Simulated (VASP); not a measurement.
# Cd (Im-3m) in VASP: notebook

Runs on Cd. Level: PBEsol. Tasks: single point, relaxation of cell and atoms.

Everything below comes from runs of VASP 6.6.1. Logs are shortened: lines on timing, memory, paths and dates and some standing lists are left out, and cuts for length are marked.

**1. The cell of the first run**

It takes space group Im-3m (No. 229, cubic). The conventional cell has a = 3.493 Å, b = 3.493 Å, c = 3.493 Å, α = 90.00°, β = 90.00°, γ = 90.00°. Within 4.0 Å of Cd (site symmetry m-3m) lie 14 Cd at 3.03 to 3.49 Å.

**2. Single point, PBEsol**

The input, INCAR:

```
SYSTEM = Cd
PREC = Accurate
ENCUT = 520
EDIFF = 1E-7
ISMEAR = 0
SIGMA = 0.1
LREAL = .FALSE.
LASPH = .TRUE.
NELM = 60
ALGO = Normal
ISIF = 2
LWAVE = .FALSE.
LCHARG = .TRUE.
GGA = PS
LELF = .TRUE.
LVHAR = .TRUE.
NBANDS = 12
```

The input, KPOINTS:

```
Automatic mesh
0
G
  22 22 22
  0 0 0
```

The input, POSCAR:

```
Cd
1.0
   -1.7467226194      1.7467226194      1.7467226194
    1.7467226194     -1.7467226194      1.7467226194
    1.7467226194      1.7467226194     -1.7467226194
Cd
1
Direct
    0.0000000000      0.0000000000      0.0000000000
```

Potentials or basis: VASP PAW PBE potentials, release 64 (Cd).

The run is started by

```sh
> cat potpaw_PBE.64/Cd/POTCAR > POTCAR
> mpirun -np 1 vasp_std > vasp.out
```

OUTCAR:

```text
SYSTEM = Cd
   PREC = Accurate
   ENCUT = 520
   EDIFF = 1E-7
   ISMEAR = 0
   LREAL = .FALSE.
   LASPH = .TRUE.
   NELM = 60
   ISIF = 2
   GGA = PS

 ion  position               nearest neighbor table
   1  0.000  0.000  0.000-

  LATTYP: Found a body centered cubic cell.
 ALAT       =     3.4934452388

  Lattice vectors:

 A1 = (  -1.7467226194,   1.7467226194,   1.7467226194)
 A2 = (   1.7467226194,  -1.7467226194,   1.7467226194)
 A3 = (   1.7467226194,   1.7467226194,  -1.7467226194)

Analysis of symmetry for initial positions (statically):
=====================================================================
 Subroutine PRICEL returns:
 Original cell was already a primitive cell.

 Routine SETGRP: Setting up the symmetry group for a
 body centered cubic supercell.

 Subroutine GETGRP returns: Found 48 space group operations
 (whereof 48 operations were pure point group operations)
 out of a pool of 48 trial point group operations.

The static configuration has the point symmetry O_h .

Analysis of symmetry for dynamics (positions and initial velocities):
=====================================================================
 Subroutine PRICEL returns:
 Original cell was already a primitive cell.

 Routine SETGRP: Setting up the symmetry group for a
 body centered cubic supercell.

 Subroutine GETGRP returns: Found 48 space group operations
 (whereof 48 operations were pure point group operations)
 out of a pool of 48 trial point group operations.

The dynamic configuration has the point symmetry O_h .

 Subroutine INISYM returns: Found 48 space group operations
 (whereof 48 operations are pure point group operations),
 and found     1 'primitive' translations

----------------------------------------------------------------------------------------

                                     Primitive cell

  volume of cell :      21.3173

  direct lattice vectors                    reciprocal lattice vectors
    -1.746722619  1.746722619  1.746722619     0.000000000  0.286250372  0.286250372
     1.746722619 -1.746722619  1.746722619     0.286250372  0.000000000  0.286250372
     1.746722619  1.746722619 -1.746722619     0.286250372  0.286250372  0.000000000

  length of vectors
     3.025412324  3.025412324  3.025412324     0.404819159  0.404819159  0.404819159

  position of ions in fractional coordinates (direct lattice)
     0.000000000  0.000000000  0.000000000

  ion indices of the primitive-cell ions
   primitive index   ion index
[... 81 lines left out ...]
   POTIM  = 0.5000    time-step for ionic-motion
   TEBEG  =    0.0;   TEEND  =   0.0 temperature during run
   PSTRESS=    0.0 pullay stress
   NELECT =      12.0000    total number of electrons
   NUPDOWN=      -1.0000    fix difference up-down
   EMIN   =  10.00;   EMAX   =-10.00  energy-range for DOS
   EFERMI =   0.00;   METHOD = LEGACY
   ISMEAR =     0;   SIGMA  =   0.10  broadening in eV -4-tet -1-fermi 0-gaus
   EFERMI_NEDOS =   21; number of points for ismear=-14 and -15
   IALGO  =     38    algorithm
   IMIX   =      4    mixing-type and parameters
     AMIX     =   0.40;   BMIX     =  1.00
     AMIX_MAG =   1.60;   BMIX_MAG =  1.00
  volume/ion in A,a.u.               =      21.32       143.86
  Fermi-wavevector in a.u.,A,eV,Ry     =   1.351734  2.554407 24.860366  1.827185
  Thomas-Fermi vector in A             =   2.479131
   LORBIT       =      0    0 simple, 1 ext, 2 COOP (PROOUT), +10 PAW based schemes
   GGA     = PS    functional components
   LHFCALC =     F    Hartree Fock is set to
   AEXX    =    0.0000 exact exchange contribution
   IVDW    =     0    specifies the selected vdW correction
   LEPSILON=     F    determine dielectric tensor
   LRPA    =     F    only Hartree local field effects (RPA)
 non-spin polarized calculation
 Gauss-broadening in eV      SIGMA  =   0.10
  energy-cutoff  :      520.00
  volume of cell :       21.32
 maximum number of plane-waves:       603
   NGX = 11   NGY = 11   NGZ = 11

 number of electron      11.9999994 magnetization

 Free energy of the ion-electron system (eV)
  ---------------------------------------------------
  ext. energy  EPLUGINS =         0.00000000
  ---------------------------------------------------
  free energy    TOTEN  =        -1.12728384 eV

  energy without entropy =       -1.12534870  energy(sigma->0) =       -1.12631627

 E-fermi :   2.9332     XC(G=0): -11.2913

 val. band max:        2.9089492778   @ k =  -0.4545   0.4545   0.0455
 cond. band min:       2.9371537826   @ k =   0.3636   0.1818   0.0455
 fundamental gap:      0.0282045047
 Fermi energy:         2.9332111940

 k-point     1 :       0.0000    0.0000    0.0000
  band No.  band energies     occupation
      1      -6.3907      2.00000
      2      -6.3907      2.00000
      3      -6.3907      2.00000
      4      -6.1674      2.00000
      5      -5.6995      2.00000
      6      -5.6995      2.00000
      7      18.5236      0.00000
      8      18.5236      0.00000
      9      18.5236      0.00000
     10      19.6243      0.00000
     11      19.6243      0.00000
     12      19.6243      0.00000
[... 331 lines left out ...]
 k-point    24 :       0.1364    0.0909    0.0000
  band No.  band energies     occupation
      1      -6.4981      2.00000
      2      -6.4173      2.00000
      3      -6.1081      2.00000
      4      -5.8029      2.00000
      5      -5.7120      2.00000
      6      -4.9341      2.00000
      7      12.8211      0.00000
      8      13.9190      0.00000
      9      15.8243      0.00000
     10      18.3199      0.00000
     11      19.5025      0.00000
     12      20.0636      0.00000

 [... further k-points ...]

------------------------ aborting loop because EDIFF is reached ----------------------------------------

  FORCE on cell =-STRESS in cart. coord.  units (eV):
  Direction    XX          YY          ZZ          XY          YZ          ZX
  --------------------------------------------------------------------------------------
  -------------------------------------------------------------------------------------
  Total        0.0428318      0.0428318      0.0428318     -0.0000000      0.0000000     -0.0000000
  in kB        3.2191806      3.2191806      3.2191806     -0.0000000      0.0000000     -0.0000000
  external PRESSURE =       3.2191806 kB  Pullay stress =       0.0000000 kB

 VOLUME and BASIS-vectors are now :
 -----------------------------------------------------------------------------
  energy-cutoff  :      520.00
  volume of cell :       21.32
      direct lattice vectors                 reciprocal lattice vectors
    -1.746722619  1.746722619  1.746722619     0.000000000  0.286250372  0.286250372
     1.746722619 -1.746722619  1.746722619     0.286250372  0.000000000  0.286250372
     1.746722619  1.746722619 -1.746722619     0.286250372  0.286250372  0.000000000

 POSITION                                       TOTAL-FORCE (eV/Angst)
 -----------------------------------------------------------------------------------
      0.00000      0.00000      0.00000        -0.000000     -0.000000      0.000000
 -----------------------------------------------------------------------------------
    total drift:                                0.000000      0.000000     -0.000000

  FREE ENERGIE OF THE ION-ELECTRON SYSTEM (eV)
  ---------------------------------------------------
  free  energy   TOTEN  =        -1.1272838358 eV

  energy  without entropy=       -1.1253487000  energy(sigma->0) =       -1.12631627
```

OSZICAR:

```text
N       E                     dE             d eps       ncg     rms          rms(c)
DAV:   1     0.685295045806E+02    0.68530E+02   -0.69965E+03  8552   0.996E+02
DAV:   2     0.176762682652E-01   -0.68512E+02   -0.65165E+02  8556   0.236E+02
DAV:   3    -0.120871035619E+01   -0.12264E+01   -0.12258E+01  9300   0.355E+01
DAV:   4    -0.121016119093E+01   -0.14508E-02   -0.14508E-02  8604   0.120E+00
DAV:   5    -0.121016444103E+01   -0.32501E-05   -0.32498E-05  9096   0.573E-02    0.327E+00
DAV:   6    -0.113384884955E+01    0.76316E-01   -0.19867E-01  8896   0.575E+00    0.261E+00
DAV:   7    -0.112813627191E+01    0.57126E-02   -0.13697E-02  8912   0.122E+00    0.138E+00
DAV:   8    -0.112726732700E+01    0.86894E-03   -0.14733E-03  8248   0.533E-01    0.605E-02
DAV:   9    -0.112727888723E+01   -0.11560E-04   -0.47964E-06  9100   0.187E-02    0.147E-02
DAV:  10    -0.112728385925E+01   -0.49720E-05   -0.34717E-06  8344   0.224E-02    0.217E-03
DAV:  11    -0.112728383582E+01    0.23433E-07   -0.34926E-08  5372   0.218E-03
   1 F= -.11272838E+01 E0= -.11263163E+01  d E =-.193514E-02
```

stdout:

```text
POSCAR found type information on POSCAR Cd
 POSCAR found :  1 types and       1 ions
 scaLAPACK will be used
 -----------------------------------------------------------------------------
|                                                                             |
|                                                                             |
|     You enforced a specific xc type in the INCAR file but a different       |
|     I HOPE YOU KNOW WHAT YOU ARE DOING!                                     |
|                                                                             |
 -----------------------------------------------------------------------------

 LDA part: xc-table for (Slater+PW92), standard interpolation
 POSCAR, INCAR and KPOINTS ok, starting setup
 FFT: planning ... GRIDC
 FFT: planning ... GRID_SOFT
 FFT: planning ... GRID
 WAVECAR not read
 entering main loop
```

It took 38 s on 1 thread of Intel Xeon Platinum 8259CL at 2.50GHz (Skylake/Cascade Lake), shared host; peak memory 0.2 GiB.

What came out:

```
Free energy            : -1.1273 eV
Pressure               : 0.3 GPa
Band gap on the k mesh : zero (band 6 reaches 6.33 eV, above the bottom of band 7 at 2.02 eV)
```

Caveat: the PAW data sets were made with another functional, which shifts forces and pressure a little.

**3. Relaxation of cell and atoms, PBEsol**

The input, INCAR:

```
SYSTEM = Cd
  PREC = Accurate
  ENCUT = 600
  EDIFF = 1E-6
  ISMEAR = 0
  SIGMA = 0.1
  LREAL = .FALSE.
  LASPH = .TRUE.
  NELM = 60
  ALGO = Fast
  ISIF = 3
  LWAVE = .FALSE.
  LCHARG = .FALSE.
  GGA = PS
  IBRION = 2
  NSW = 100
  EDIFFG = -0.01
```

KPOINTS is that of step 2.

POSCAR is that of step 2.

Potentials or basis: VASP PAW PBE potentials, release 64 (Cd).

The run is started by

```sh
> cat potpaw_PBE.64/Cd/POTCAR > POTCAR
> mpirun -np 1 vasp_std > vasp.out
```

Run time: 50 s. Hardware: 1 thread of Intel Xeon Platinum 8259CL at 2.50GHz (Skylake/Cascade Lake), shared host; peak memory 0.21 GiB.

It converged, with:

* Free energy: -1.1272 eV
* Relaxed volume: 21.42 Å³/atom
* Relaxed cell: a = 3.030 Å, b = 3.030 Å, c = 3.030 Å, α = 109.47°, β = 109.47°, γ = 109.47°
* Space group after relaxing (to 0.05 Å): Im-3m (No. 229)
* Energy gained by relaxing: 0.0 meV/atom
* Ionic steps: 2
* Pressure after relaxing: 0.0 GPa
* Band gap on the k mesh: zero (band 6 reaches 6.29 eV, above the bottom of band 7 at 1.98 eV)

Final structure:
```
CELL_PARAMETERS angstrom
-1.74953 1.74953 1.74953
1.74953 -1.74953 1.74953
1.74953 1.74953 -1.74953
ATOMIC_POSITIONS crystal
Cd 0.00000 0.00000 0.00000
```

Levels at points of the mesh, in eV from the Fermi level:
```tsv
k point	band 2	band 3	band 4	band 5	band 6	band 7	band 8	band 9	band 10
(0.00, 0.00, 0.00)	-9.30	-9.30	-9.06	-8.62	-8.62	15.57	15.57	15.57	16.63
(0.50, 0.00, 0.00)	-9.65	-8.66	-8.59	-8.16	-2.27	-0.91	9.48	10.09	13.85
(0.50, 0.50, 0.50)	-9.84	-8.27	-8.27	-8.27	3.40	3.40	3.40	5.98	8.14
```

Caveat: the PAW data sets were made with another functional, which shifts forces and pressure a little.
